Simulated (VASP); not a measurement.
# Ni (P6_3/mmc) in VASP: further runs, part 2 of 2

VASP 6.6.1.

## Step 3: Single point, r2SCAN, collinear spin, ferromagnetic start

This run uses another cell than the first one, of 11.84 Å³/atom, 1.037 times its volume.

Contents of POSCAR:

```
Ni
1.0
    2.5422688939      0.0000000000      0.0000000000
   -1.2711344469      2.2016694449      0.0000000000
    0.0000000000      0.0000000000      4.2296058570
Ni
2
Direct
    0.3333333333      0.6666666667      0.2500000000
    0.6666666667      0.3333333333      0.7500000000
```

Contents of INCAR.step1:

```
ALGO = Normal
EDIFF = 1E-4
ENCUT = 520
GGA = PE
ISMEAR = 1
ISPIN = 2
LASPH = T
LCHARG = F
LMAXMIX = 4
LREAL = F
LWAVE = T
MAGMOM = 1.5 1.5
NBANDS = 21
NELM = 150
PREC = Accurate
SIGMA = 0.02
```

Contents of INCAR.step2:

```
ALGO = Normal
EDIFF = 1E-6
ENCUT = 520
ISIF = 2
ISMEAR = 1
ISPIN = 2
ISTART = 1
LASPH = T
LCHARG = F
LMAXMIX = 4
LMIXTAU = T
LORBIT = 11
LREAL = F
LWAVE = F
MAGMOM = 1.5 1.5
METAGGA = R2SCAN
NBANDS = 21
NELM = 150
PREC = Accurate
SIGMA = 0.02
```

Contents of KPOINTS:

```
k-points
0
Gamma
  13 13 7
```

Potentials or basis: VASP PAW PBE potentials, release 64 (Ni).

On the command line:

```
$ cat potpaw_PBE.64/Ni/POTCAR > POTCAR
$ cp INCAR.step1 INCAR
$ mpirun -np 1 vasp_std > vasp.out
$ cp INCAR.step2 INCAR
$ mpirun -np 1 vasp_std > vasp.out
```

OUTCAR:

```text
EDIFF = 1E-6
   ENCUT = 520
   ISIF = 2
   ISMEAR = 1
   ISPIN = 2
   ISTART = 1
   LASPH = T
   LORBIT = 11
   LREAL = F
   METAGGA = R2SCAN
   NELM = 150
   PREC = Accurate

 ion  position               nearest neighbor table
   1  0.333  0.667  0.250-   2 2.57   2 2.57   2 2.57   2 2.57   2 2.57   2 2.57
   2  0.667  0.333  0.750-   1 2.57   1 2.57   1 2.57   1 2.57   1 2.57   1 2.57

  LATTYP: Found a hexagonal cell.
 ALAT       =     2.5422688939
 C/A-ratio  =     1.6637130192

  Lattice vectors:

 A1 = (   2.5422688939,   0.0000000000,   0.0000000000)
 A2 = (  -1.2711344469,   2.2016694449,   0.0000000000)
 A3 = (   0.0000000000,   0.0000000000,   4.2296058570)

Analysis of symmetry for initial positions (statically):
=====================================================================
 Subroutine PRICEL returns:
 Original cell was already a primitive cell.
[... 779 lines left out ...]
      1      -0.8837      1.00000
      2       4.0944      1.00000
      3       6.7381      1.00000
      4       6.7382      1.00000
      5       6.9352      1.00000
      6       6.9838      1.00000
[... 565 lines left out ...]
     20      35.6214      0.00000
     21      36.5875      0.00000

 [... further k-points ...]

------------------------ aborting loop because EDIFF is reached ----------------------------------------

  FORCE on cell =-STRESS in cart. coord.  units (eV):
  Direction    XX          YY          ZZ          XY          YZ          ZX
  --------------------------------------------------------------------------------------
  -------------------------------------------------------------------------------------
  Total       -3.0198439     -3.0198439     -2.5819395     -0.0000000      0.0000000      0.0000000
  in kB     -204.3720872   -204.3720871   -174.7363074     -0.0000000      0.0000000      0.0000000
  external PRESSURE =    -194.4934939 kB  Pullay stress =       0.0000000 kB

 VOLUME and BASIS-vectors are now :
 -----------------------------------------------------------------------------
  energy-cutoff  :      520.00
  volume of cell :       23.67
      direct lattice vectors                 reciprocal lattice vectors
     2.542268894  0.000000000  0.000000000     0.393349422  0.227100395  0.000000000
    -1.271134447  2.201669445  0.000000000     0.000000000  0.454200789  0.000000000
     0.000000000  0.000000000  4.229605857     0.000000000  0.000000000  0.236428649

 POSITION                                       TOTAL-FORCE (eV/Angst)
 -----------------------------------------------------------------------------------
     -0.00000      1.46778      1.05740         0.000000      0.000000     -0.000000
      1.27113      0.73389      3.17220        -0.000000     -0.000000      0.000000
 -----------------------------------------------------------------------------------
    total drift:                               -0.000000      0.000000     -0.000000

  FREE ENERGIE OF THE ION-ELECTRON SYSTEM (eV)
  ---------------------------------------------------
  free  energy   TOTEN  =       -23.6340305197 eV

  energy  without entropy=      -23.6339865215  energy(sigma->0) =      -23.63401585

 total charge

# of ion       s       p       d       tot
------------------------------------------
    1        0.476   0.443   8.290   9.209
    2        0.476   0.443   8.290   9.209
--------------------------------------------------
tot          0.953   0.885  16.580  18.418

 magnetization (x)

# of ion       s       p       d       tot
------------------------------------------
    1       -0.010  -0.042   0.787   0.735
    2       -0.010  -0.042   0.787   0.735
--------------------------------------------------
tot         -0.019  -0.083   1.573   1.470
```

OUTCAR.step1:

```text
EDIFF = 1E-4
   ENCUT = 520
   GGA = PE
   ISMEAR = 1
   ISPIN = 2
[... 1398 lines left out ...]
 -----------------------------------------------------------------------------------
     -0.00000      1.46778      1.05740        -0.000000     -0.000000      0.000000
      1.27113      0.73389      3.17220         0.000000      0.000000      0.000000
 -----------------------------------------------------------------------------------
    total drift:                               -0.000000      0.000000     -0.000000

  FREE ENERGIE OF THE ION-ELECTRON SYSTEM (eV)
  ---------------------------------------------------
  free  energy   TOTEN  =       -10.8048263142 eV

  energy  without entropy=      -10.8049125740  energy(sigma->0) =      -10.80485507
```

Wall time 7.4 min (1 thread of Intel Xeon 6975P-C (Granite Rapids), shared host); peak memory 0.19 GiB.

What came out:

```yaml
Free_energy: -23.6340 eV
Pressure: -19.4 GPa
Net_moment: 1.38 μB per cell
Site_moments: Ni +0.73 μB
Valence_electrons_inside_the_program's_atomic_spheres: Ni 9.21
```

Caveat: the PAW data sets were made with another functional, which shifts forces and pressure a little.
